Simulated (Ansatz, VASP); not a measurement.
**C: VASP beside Ansatz**

The input POSCAR:

```
C
1.0
    1.7834000000     -1.7834000000      0.0000000000
    1.7834000000      0.0000000000     -1.7834000000
    7.4902800000      6.7769200000      7.1336000000
C
12
Direct
    0.6124933333      0.6666666667      0.2708666667
   -0.0208400000      0.0000000000      0.1042000000
    0.2458266667      0.3333333333      0.4375333333
    0.5124933333      0.6666666667      0.7708666667
    0.8791600000      1.0000000000      0.6042000000
    0.1458266667      0.3333333333      0.9375333333
    0.5874933333      0.6666666667      0.3958666667
    0.9541600000      1.0000000000      0.2292000000
    0.2208266667      0.3333333333      0.5625333333
    0.4874933333      0.6666666667      0.8958666667
   -0.1458400000      0.0000000000      0.7292000000
    0.3208266667      0.3333333333      0.0625333333
```

INCAR.step1

```
PREC     = Accurate       # precision mode
ENCUT    = 520            # plane-wave cutoff, eV
ISMEAR   = 0              # smearing method
SIGMA    = 0.05           # smearing width, eV
LREAL    = False          # projectors in reciprocal space
LASPH    = True           # aspherical terms in the spheres
NELM     = 100            # most SCF steps
NBANDS   = 36             # bands
GGA      = PE             # functional
ALGO     = Normal         # electronic algorithm
EDIFF    = 1E-4           # SCF threshold, eV
LWAVE    = True           # write WAVECAR
LCHARG   = False          # write CHGCAR
```

INCAR.step2

```
PREC     = Accurate       # precision mode
ENCUT    = 520            # plane-wave cutoff, eV
EDIFF    = 1E-7           # SCF threshold, eV
ISMEAR   = 0              # smearing method
SIGMA    = 0.05           # smearing width, eV
LREAL    = False          # projectors in reciprocal space
LASPH    = True           # aspherical terms in the spheres
NELM     = 100            # most SCF steps
ALGO     = Normal         # electronic algorithm
ISIF     = 2              # what is computed and relaxed
LWAVE    = False          # write WAVECAR
LCHARG   = True           # write CHGCAR
METAGGA  = R2SCAN         # meta-GGA
LMIXTAU  = True         
LELF     = True           # ELF
LVHAR    = True         
NBANDS   = 36             # bands
ISTART   = 1
```

The input KPOINTS:

```
regular mesh
0
Gamma
  10 10 2
```

Input for Ansatz:

```yaml
crystal:
  lattice:
    - [1.7834, -1.7834, 0.0]
    - [1.7834, 0.0, -1.7834]
    - [7.49028, 6.77692, 7.1336]
  atoms:
    - { symbol: C, position: [0.6124933333, 0.6666666667, 0.2708666667] }
    - { symbol: C, position: [-0.02084, 0.0, 0.1042] }
    - { symbol: C, position: [0.2458266667, 0.3333333333, 0.4375333333] }
    - { symbol: C, position: [0.5124933333, 0.6666666667, 0.7708666667] }
    - { symbol: C, position: [0.87916, 1.0, 0.6042] }
    - { symbol: C, position: [0.1458266667, 0.3333333333, 0.9375333333] }
    - { symbol: C, position: [0.5874933333, 0.6666666667, 0.3958666667] }
    - { symbol: C, position: [0.95416, 1.0, 0.2292] }
    - { symbol: C, position: [0.2208266667, 0.3333333333, 0.5625333333] }
    - { symbol: C, position: [0.4874933333, 0.6666666667, 0.8958666667] }
    - { symbol: C, position: [-0.14584, 0.0, 0.7292] }
    - { symbol: C, position: [0.3208266667, 0.3333333333, 0.0625333333] }
basis:
  ecutwfc: 500
kpoints:
  mp_grid: { grid: [10, 10, 2] }
hamiltonian:
  xc: r2scan
scf:
  occupations: { method: gaussian, width: 0.05 }
output:
  forces: true
  stress: true
  eigenvalues: true
```

Alike in both runs: task single point; functional r2SCAN; k mesh 10 × 10 × 2; occupations gaussian, width 0.05 eV; no spin polarisation.

|  | VASP | Ansatz |
| --- | --- | --- |
| version | VASP 6.6.1 | Ansatz 0.2.0 |
| potentials or method | VASP PAW PBE potentials, release 64 (C), cutoff 520 eV | scalar-relativistic, plane waves, PAW |
| valence electrons in the cell | 48 | 48 |

```csv
,VASP,Ansatz,Ansatz less VASP
gap on the k mesh at the Fermi level (eV),2.79,2.81,+0.022
least direct gap on the mesh (eV),4.87,4.89,+0.028
pressure (GPa),-1.1,-2.2,-1.08
"traceless stress, the component that is largest in VASP (GPa)",-17.22,-17.24,-0.018
rms of the force components (eV/Å),0.896,0.900,+0.0041
```

VASP's potentials were made for PBE, not for r2SCAN. Atom by atom the forces differ by 0.006 eV/Å (rms over components).
